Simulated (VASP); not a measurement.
Here is a VASP 6.6.1 calculation.

Contents of INCAR:

```
ALGO     = Normal         # electronic algorithm
EDIFF    = 1E-6           # SCF threshold, eV
ENCUT    = 500            # plane-wave cutoff, eV
GGA      = PE             # functional
GGA_COMPAT= False        
ISIF     = 2              # what is computed and relaxed
ISMEAR   = 0              # smearing method
LASPH    = True           # aspherical terms in the spheres
LCHARG   = False          # write CHGCAR
LREAL    = False          # projectors in reciprocal space
LWAVE    = False          # write WAVECAR
NBANDS   = 11             # bands
NELM     = 120            # most SCF steps
PREC     = Accurate       # precision mode
SIGMA    = 0.02           # smearing width, eV
```

Contents of KPOINTS:

```
k-points
0
Gamma
  8 8 8
```

File POSCAR:

```
AlAs
1.0
    0.0000000000      2.8638562128      2.8638562128
    2.8638562128      0.0000000000      2.8638562128
    2.8638562128      2.8638562128      0.0000000000
Al As
1 1
Direct
    0.0000000000      0.0000000000      0.0000000000
    0.2500000000      0.2500000000      0.2500000000
```

Potentials or basis: VASP PAW PBE potentials, release 64 (Al, As).

Launch:

```console
$ cat potpaw_PBE.64/Al/POTCAR potpaw_PBE.64/As/POTCAR > POTCAR
$ mpirun -np 1 vasp_std > vasp.out
```

**Question.** Estimate the band gap on the k mesh.

**Answer.** 1.49 eV, indirect (least direct gap 1.78 eV).

**Question.** Predict the pressure.

**Answer.** 0.2 GPa.

A k mesh can miss the band edges.
